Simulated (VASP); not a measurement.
# BN (Fmm2) in VASP: notebook

BN is run at these levels: PBE; tasks: single point.

All numbers are computed with VASP 6.6.1; they aren't measurements. Logs are shortened: lines on timing, memory, paths and dates and some standing lists are left out, and cuts for length are marked.

### Step 1. The cell of the first run

The structure is orthorhombic, space group Fmm2 (No. 42). The conventional cell has a = 2.503 Å, b = 6.991 Å, c = 4.332 Å, α = 90.00°, β = 90.00°, γ = 90.00°. B (site symmetry mm2) has 3 N at 1.44 Å within 1.9 Å. N (site symmetry mm2) has 3 B at 1.44 Å within 1.9 Å.

### Step 2. Single point, PBE

INCAR

```
PREC     = Accurate       # precision mode
ENCUT    = 520            # plane-wave cutoff, eV
EDIFF    = 1E-6           # SCF threshold, eV
ISMEAR   = 0              # smearing method
SIGMA    = 0.02           # smearing width, eV
LREAL    = False          # projectors in reciprocal space
LASPH    = True           # aspherical terms in the spheres
NELM     = 60             # most SCF steps
ALGO     = Normal         # electronic algorithm
ISIF     = 2              # what is computed and relaxed
LWAVE    = False          # write WAVECAR
LCHARG   = False          # write CHGCAR
GGA      = PE             # functional
NBANDS   = 11             # bands
```

KPOINTS

```
regular mesh
0
Gamma
  12 12 12
```

POSCAR

```
BN
1.0
    0.0000000000      3.4953158300      2.1660912400
    1.2516321000      0.0000000000      2.1660912400
    1.2516321000      3.4953158300      0.0000000000
B N
1 1
Direct
    0.0000486500      0.0000486500      0.9999513500
    0.6666513400      0.6666513400      0.3333486600
```

Potentials or basis: VASP PAW PBE potentials, release 64 (B, N).

On the command line:

```
> cat potpaw_PBE.64/B/POTCAR potpaw_PBE.64/N/POTCAR > POTCAR
> mpirun -np 1 vasp_std > vasp.out
```

OUTCAR:

```text
PREC = Accurate
   ENCUT = 520
   EDIFF = 1E-6
   ISMEAR = 0
   LREAL = False
   LASPH = True
   NELM = 60
   ISIF = 2
   GGA = PE

 ion  position               nearest neighbor table
   1  0.000  0.000  1.000-   2 1.44   2 1.44   2 1.44
   2  0.667  0.667  0.333-   1 1.44   1 1.44   1 1.44

  LATTYP: Found a face centered orthorhombic cell.
 ALAT       =     2.5032642000
 B/A-ratio  =     1.7306133647
 C/A-ratio  =     2.7926064137

  Lattice vectors:

 A1 = (   0.0000000000,   3.4953158300,   2.1660912400)
 A2 = (  -1.2516321000,   3.4953158300,   0.0000000000)
 A3 = (  -1.2516321000,   0.0000000000,   2.1660912400)

Analysis of symmetry for initial positions (statically):
=====================================================================
 Subroutine PRICEL returns:
 Original cell was already a primitive cell.

 Routine SETGRP: Setting up the symmetry group for a
 face centered orthorhombic supercell.

 Subroutine GETGRP returns: Found  4 space group operations
 (whereof  4 operations were pure point group operations)
 out of a pool of  8 trial point group operations.

The static configuration has the point symmetry C_2v.

Analysis of symmetry for dynamics (positions and initial velocities):
=====================================================================
 Subroutine PRICEL returns:
 Original cell was already a primitive cell.

 Routine SETGRP: Setting up the symmetry group for a
 face centered orthorhombic supercell.

 Subroutine GETGRP returns: Found  4 space group operations
 (whereof  4 operations were pure point group operations)
 out of a pool of  8 trial point group operations.

The dynamic configuration has the point symmetry C_2v.

 Subroutine INISYM returns: Found  4 space group operations
 (whereof  4 operations are pure point group operations),
 and found     1 'primitive' translations

----------------------------------------------------------------------------------------

                                     Primitive cell

  volume of cell :      18.9526

  direct lattice vectors                    reciprocal lattice vectors
     0.000000000  3.495315830  2.166091240    -0.399478409  0.143048590  0.230830535
     1.251632100  0.000000000  2.166091240     0.399478409 -0.143048590  0.230830535
     1.251632100  3.495315830  0.000000000     0.399478409  0.143048590 -0.230830535

  length of vectors
     4.112077822  2.501706252  3.712656147     0.483041027  0.483041027  0.483041027

  position of ions in fractional coordinates (direct lattice)
     0.000048650  0.000048650  0.999951350
     0.666651340  0.666651340  0.333348660

  ion indices of the primitive-cell ions
   primitive index   ion index
                 1           1
                 2           2

----------------------------------------------------------------------------------------

 KPOINTS: regular mesh

Automatic generation of k-mesh.
 Grid dimensions read from file:
 generate k-points for:   12   12   12

 Generating k-lattice:

  Cartesian coordinates                     Fractional coordinates (reciprocal lattice)
    -0.033289867  0.011920716  0.019235878     0.083333333  0.000000000  0.000000000
     0.033289867 -0.011920716  0.019235878     0.000000000  0.083333333  0.000000000
     0.033289867  0.011920716 -0.019235878     0.000000000  0.000000000  0.083333333

  Length of vectors
     0.040253419  0.040253419  0.040253419

  Shift w.r.t. Gamma in fractional coordinates (k-lattice)
     0.000000000  0.000000000  0.000000000

 Subroutine IBZKPT returns following result:
 ===========================================

 Found    280 irreducible k-points:

 Following reciprocal coordinates:
            Coordinates               Weight
  0.000000  0.000000  0.000000      1.000000
  0.083333  0.000000 -0.000000      8.000000
  0.166667  0.000000 -0.000000      8.000000
  0.250000  0.000000  0.000000      8.000000
  0.333333  0.000000  0.000000      8.000000
  0.416667  0.000000 -0.000000      8.000000
[... 16 lines left out ...]
  0.500000  0.166667  0.000000      8.000000
 -0.416667  0.166667  0.000000      8.000000
 [... further k-points ...]
   k-points           NKPTS =    280   k-points in BZ     NKDIM =    280   number of bands    NBANDS=     11
   number of dos      NEDOS =    301   number of ions     NIONS =      2
   total plane-waves  NPLWV =  17920
   dimension x,y,z NGX =    32 NGY =   20 NGZ =   28
   dimension x,y,z NGXF=    64 NGYF=   40 NGZF=   56
   ions per type =               1   1
   NGX,Y,Z   is equivalent  to a cutoff of  12.94, 13.29, 12.54 a.u.
   NGXF,Y,Z  is equivalent  to a cutoff of  25.87, 26.58, 25.08 a.u.
 SYSTEM =  unknown system
   PREC   = accura    normal or accurate (medium, high low for compatibility)
   ISTART =      0    job   : 0-new  1-cont  2-samecut
   ICHARG =      2    charge: 1-file 2-atom 10-const
   ISPIN  =      1    spin polarized calculation?
   LNONCOLLINEAR =      F non collinear calculations
   LSORBIT =      F    spin-orbit coupling
   LASPH  =      T    aspherical Exc in radial PAW
   ENCUT  =  520.0 eV  38.22 Ry    6.18 a.u.   7.65  4.65  6.90*2*pi/ulx,y,z
   NELM   =     60;   NELMIN=  2; NELMDL= -5     # of ELM steps
   EDIFF  = 0.1E-05   stopping-criterion for ELM
   LREAL  =      F    real-space projection
   EDIFFG = 0.1E-04   stopping-criterion for IOM
   NSW    =      0    number of steps for IOM
   IBRION =     -1    ionic relax: 0-MD 1-quasi-New 2-CG
   NFREE  =      0    steps in history (QN), initial steepest desc. (CG)
   ISIF   =      2    stress and relaxation
   ISYM   =      2    0-nonsym 1-usesym 2-fastsym
   POTIM  = 0.5000    time-step for ionic-motion
   TEBEG  =    0.0;   TEEND  =   0.0 temperature during run
   PSTRESS=    0.0 pullay stress
   NELECT =       8.0000    total number of electrons
   NUPDOWN=      -1.0000    fix difference up-down
   EMIN   =  10.00;   EMAX   =-10.00  energy-range for DOS
   EFERMI =   0.00;   METHOD = LEGACY
   ISMEAR =     0;   SIGMA  =   0.02  broadening in eV -4-tet -1-fermi 0-gaus
   EFERMI_NEDOS =   21; number of points for ismear=-14 and -15
   IALGO  =     38    algorithm
   IMIX   =      4    mixing-type and parameters
     AMIX     =   0.40;   BMIX     =  1.00
     AMIX_MAG =   1.60;   BMIX_MAG =  1.00
  volume/ion in A,a.u.               =       9.48        63.95
  Fermi-wavevector in a.u.,A,eV,Ry     =   1.228047  2.320672 20.518928  1.508099
  Thomas-Fermi vector in A             =   2.362987
   LORBIT       =      0    0 simple, 1 ext, 2 COOP (PROOUT), +10 PAW based schemes
   GGA     = PE    functional components
   LHFCALC =     F    Hartree Fock is set to
   AEXX    =    0.0000 exact exchange contribution
   IVDW    =     0    specifies the selected vdW correction
   LEPSILON=     F    determine dielectric tensor
   LRPA    =     F    only Hartree local field effects (RPA)
 non-spin polarized calculation
 Gauss-broadening in eV      SIGMA  =   0.02
  energy-cutoff  :      520.00
  volume of cell :       18.95
 maximum number of plane-waves:       529
   NGX = 15   NGY =  9   NGZ = 13

 number of electron       8.0000000 magnetization

 Free energy of the ion-electron system (eV)
  ---------------------------------------------------
  ext. energy  EPLUGINS =         0.00000000
  ---------------------------------------------------
  free energy    TOTEN  =       -17.58679654 eV

  energy without entropy =      -17.58679654  energy(sigma->0) =      -17.58679654

 E-fermi :   2.1885     XC(G=0):  -9.7396

 val. band max:        1.9815252186   @ k =   0.5000  -0.3333   0.1667
 cond. band min:       5.8264736736   @ k =   0.0000   0.5000   0.5000
 fundamental gap:      3.8449484549
 Fermi energy:         2.1884941540

 k-point     1 :       0.0000    0.0000    0.0000
  band No.  band energies     occupation
      1     -15.8877      2.00000
      2      -2.5002      2.00000
      3       0.5603      2.00000
      4       0.5673      2.00000
      5       6.8408      0.00000
      6      13.4914      0.00000
      7      13.5507      0.00000
      8      14.9520      0.00000
      9      16.4109      0.00000
     10      27.5800      0.00000
     11      28.7311      0.00000

 k-point     2 :       0.0833    0.0000   -0.0000
  band No.  band energies     occupation
      1     -15.7492      2.00000
      2      -2.3651      2.00000
      3       0.0019      2.00000
      4       0.3032      2.00000
      5       7.1553      0.00000
      6      13.4563      0.00000
      7      14.1005      0.00000
      8      14.4685      0.00000
      9      16.8588      0.00000
     10      27.1229      0.00000
     11      27.9794      0.00000

 k-point     3 :       0.1667    0.0000   -0.0000
  band No.  band energies     occupation
      1     -15.3415      2.00000
      2      -1.9661      2.00000
      3      -1.4037      2.00000
      4      -0.3269      2.00000
      5       7.9881      0.00000
      6      13.1433      0.00000
      7      13.3199      0.00000
      8      15.7116      0.00000
      9      17.9587      0.00000
     10      24.4292      0.00000
     11      28.3450      0.00000

 k-point     4 :       0.2500    0.0000    0.0000
  band No.  band energies     occupation
      1     -14.6940      2.00000
      2      -3.2010      2.00000
      3      -1.2865      2.00000
      4      -1.0569      2.00000
      5       9.0749      0.00000
      6      11.4723      0.00000
      7      13.1660      0.00000
      8      17.9871      0.00000
      9      19.2742      0.00000
     10      22.2216      0.00000
     11      27.0020      0.00000
[... 239 lines left out ...]
 k-point    22 :       0.4167    0.1667    0.0000
  band No.  band energies     occupation
      1     -13.5639      2.00000
      2      -4.9888      2.00000
      3      -2.9068      2.00000
      4       0.1662      2.00000
      5       8.8003      0.00000
      6      11.4056      0.00000
      7      14.7228      0.00000
      8      17.7091      0.00000
      9      18.9198      0.00000
     10      22.7168      0.00000
     11      25.6326      0.00000

 k-point    23 :       0.5000    0.1667    0.0000
  band No.  band energies     occupation
      1     -12.8096      2.00000
      2      -6.1781      2.00000
      3      -3.4302      2.00000
      4       1.0032      2.00000
      5       7.3505      0.00000
      6      12.8339      0.00000
      7      15.0058      0.00000
      8      17.2612      0.00000
      9      19.7867      0.00000
     10      23.1969      0.00000
     11      24.4820      0.00000

 k-point    24 :      -0.4167    0.1667    0.0000
  band No.  band energies     occupation
      1     -12.4544      2.00000
      2      -6.6897      2.00000
      3      -3.5973      2.00000
      4       1.3365      2.00000
      5       6.7094      0.00000
      6      13.4929      0.00000
      7      15.4018      0.00000
      8      17.0872      0.00000
      9      20.2869      0.00000
     10      22.5173      0.00000
     11      24.2746      0.00000

 [... further k-points ...]
[... 5 lines left out ...]
  --------------------------------------------------------------------------------------
  -------------------------------------------------------------------------------------
  Total        0.4875324      0.1895018      0.4928706      0.0000000      0.0000000      0.0000000
  in kB       41.2139473     16.0196902     41.6652125      0.0000000      0.0000000      0.0000000
  external PRESSURE =      32.9662833 kB  Pullay stress =       0.0000000 kB

 VOLUME and BASIS-vectors are now :
 -----------------------------------------------------------------------------
  energy-cutoff  :      520.00
  volume of cell :       18.95
      direct lattice vectors                 reciprocal lattice vectors
     0.000000000  3.495315830  2.166091240    -0.399478409  0.143048590  0.230830535
     1.251632100  0.000000000  2.166091240     0.399478409 -0.143048590  0.230830535
     1.251632100  3.495315830  0.000000000     0.399478409  0.143048590 -0.230830535

 POSITION                                       TOTAL-FORCE (eV/Angst)
 -----------------------------------------------------------------------------------
      1.25163      3.49532      0.00021         0.000000      0.000000      0.009719
      1.25163      3.49532      2.88806         0.000000      0.000000     -0.009719
 -----------------------------------------------------------------------------------
    total drift:                                0.000006     -0.000011     -0.000063

  FREE ENERGIE OF THE ION-ELECTRON SYSTEM (eV)
  ---------------------------------------------------
  free  energy   TOTEN  =       -17.5867965388 eV

  energy  without entropy=      -17.5867965388  energy(sigma->0) =      -17.58679654
```

It took 44 s on 1 thread of Intel Xeon Platinum 8259CL at 2.50GHz (Skylake/Cascade Lake), shared host; peak memory 0.18 GiB.

Results:

* Free energy: -17.5868 eV
* Pressure: 3.3 GPa
* Largest force: 0.010 eV/Å
* Band gap on the k mesh: 3.85 eV, indirect (least direct gap 4.55 eV)

Forces on the atoms (eV/Å):
```
B    0.000  0.000  0.010
N    0.000  0.000 -0.010
```

A k mesh can miss the band edges.

### Step 3. Single point, PBE

INCAR

```
SYSTEM = BN
ALGO     = Normal         ! electronic algorithm
EDIFF    = 1E-6           ! SCF threshold, eV
ENCUT    = 520            ! plane-wave cutoff, eV
GGA      = PE             ! functional
ISIF     = 2              ! what is computed and relaxed
ISMEAR   = 0              ! smearing method
LASPH    = .True.         ! aspherical terms in the spheres
LCHARG   = .False.        ! write CHGCAR
LREAL    = .False.        ! projectors in reciprocal space
LWAVE    = .False.        ! write WAVECAR
NBANDS   = 11             ! bands
NELM     = 60             ! most SCF steps
PREC     = Accurate       ! precision mode
SIGMA    = 0.01           ! smearing width, eV
```

KPOINTS

```
k-points
0
Gamma
  12 12 12
  0 0 0
```

POSCAR is that of step 2.

Potentials or basis: VASP PAW PBE potentials, release 64 (B, N).

On the command line:

```
> cat potpaw_PBE.64/B/POTCAR potpaw_PBE.64/N/POTCAR > POTCAR
> mpirun -np 1 vasp_std > vasp.out
```

It took 30 s on 1 thread of AMD EPYC 9R45 (Zen 5), shared host; peak memory 0.15 GiB.

It converged, with:

```yaml
Free_energy: -17.5868 eV
Pressure: 3.3 GPa
Largest_force: 0.010 eV/Å
Band_gap_on_the_k_mesh: 3.85 eV, indirect (least direct gap 4.55 eV)
```

Forces on the atoms (eV/Å):
```
B    0.000  0.000  0.010
N    0.000  0.000 -0.010
```

Stress tensor (GPa, compression positive):
```
4.12 0.00 0.00
0.00 1.60 0.00
0.00 0.00 4.17
```

Levels at points of the mesh, in eV from the valence-band top:
| k point | band 2 | band 3 | band 4 | band 5 | band 6 | band 7 |
| --- | --- | --- | --- | --- | --- | --- |
| (0.00, 0.00, 0.00) | -4.48 | -1.42 | -1.41 | 4.86 | 11.51 | 11.57 |
| (0.50, 0.00, 0.00) | -8.99 | -4.22 | -1.01 | 4.63 | 9.82 | 13.33 |
| (0.50, 0.50, 0.00) | -9.08 | -4.21 | -0.52 | 5.77 | 9.41 | 12.24 |
| (0.50, 0.00, 0.50) | -6.12 | -1.44 | -1.41 | 9.58 | 11.46 | 11.53 |
| (0.00, 0.50, 0.50) | -8.89 | -4.25 | -1.46 | 3.85 | 9.89 | 14.50 |

A k mesh can miss the band edges.

### Step 4. Single point, PBE

INCAR

```
SYSTEM = BN
PREC     = Accurate       ! precision mode
ENCUT    = 520            ! plane-wave cutoff, eV
EDIFF    = 1E-7           ! SCF threshold, eV
ISMEAR   = 0              ! smearing method
SIGMA    = 0.02           ! smearing width, eV
LREAL    = .FALSE.        ! projectors in reciprocal space
LASPH    = .TRUE.         ! aspherical terms in the spheres
NELM     = 80             ! most SCF steps
ALGO     = Normal         ! electronic algorithm
ISIF     = 2              ! what is computed and relaxed
LWAVE    = .FALSE.        ! write WAVECAR
LCHARG   = .FALSE.        ! write CHGCAR
GGA      = PE             ! functional
NBANDS   = 11             ! bands
```

KPOINTS

```
Automatic mesh
0
G
  12 12 12
  0 0 0
```

POSCAR is that of step 3.

On the command line:

```
> cat potpaw_PBE.64/B/POTCAR potpaw_PBE.64/N/POTCAR > POTCAR
> mpirun -np 1 vasp_std > vasp.out
```

Run time: 32 s. Hardware: 1 thread of AMD EPYC 9R45 (Zen 5), shared host; peak memory 0.15 GiB.

It converged, with:

```yaml
Free_energy: -17.5868 eV
Pressure: 3.3 GPa
Largest_force: 0.010 eV/Å
Band_gap_on_the_k_mesh: 3.85 eV, indirect (least direct gap 4.55 eV)
```

Forces on the atoms (eV/Å):
```
B    0.000  0.000  0.010
N    0.000  0.000 -0.010
```

Stress tensor (GPa, compression positive):
```
4.12 0.00 0.00
0.00 1.60 0.00
0.00 0.00 4.16
```

Levels at points of the mesh, in eV from the valence-band top:
| k point | band 1 | band 2 | band 3 | band 4 | band 5 | band 6 | band 7 | band 8 | band 9 |
| --- | --- | --- | --- | --- | --- | --- | --- | --- | --- |
| (0.00, 0.00, 0.00) | -17.87 | -4.48 | -1.42 | -1.41 | 4.86 | 11.51 | 11.57 | 12.97 | 14.43 |
| (0.50, 0.00, 0.00) | -14.68 | -8.99 | -4.22 | -1.01 | 4.63 | 9.82 | 13.33 | 15.61 | 19.71 |
| (0.50, 0.50, 0.00) | -14.72 | -9.08 | -4.21 | -0.52 | 5.77 | 9.41 | 12.24 | 13.70 | 19.43 |
| (0.50, 0.00, 0.50) | -17.67 | -6.12 | -1.44 | -1.41 | 9.58 | 11.46 | 11.53 | 11.90 | 15.68 |
| (0.00, 0.50, 0.50) | -14.62 | -8.89 | -4.25 | -1.46 | 3.84 | 9.89 | 14.50 | 18.48 | 19.40 |

A k mesh can miss the band edges. A hybrid or GW would open this gap; PBE tends to underestimate it.

(Continued in part 2 of 2.)
